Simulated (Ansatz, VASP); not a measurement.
**KI: VASP beside Ansatz**

```
CELL_PARAMETERS angstrom
6.03945 0.00000 0.00000
-3.01973 5.23032 0.00000
0.00000 0.00000 7.03912
ATOMIC_POSITIONS crystal
K 0.33333 0.66667 0.93750
K 0.66667 0.33333 0.43750
I 0.33333 0.66667 0.43750
I 0.66667 0.33333 0.93750
```

Alike in both runs: task single point; functional PBE; k mesh 6 × 6 × 4; non-collinear spin, spin-orbit coupling.

|  | VASP | Ansatz |
| --- | --- | --- |
| version | VASP 6.6.1 | Ansatz 0.2.0 |
| potentials or method | VASP PAW PBE potentials, release 64 (K_sv, I) | plane waves, PAW |
| plane-wave cutoff (eV) | 520 | 420 |
| occupations | gaussian, width 0.01 eV | fixed |
| valence electrons in the cell | 32 | 52 |

|  | VASP | Ansatz | Ansatz less VASP |
| --- | --- | --- | --- |
| pressure (GPa) | 0.3 | 0.3 | -0.02 |
| traceless stress, the component that is largest in VASP (GPa) | 0.07 | 0.06 | -0.004 |

VASP's potentials hold 32 valence electrons a cell and Ansatz's 52, so a difference there can come from the potentials and not from the codes. Ansatz's warnings: xc potential rough in thin density.
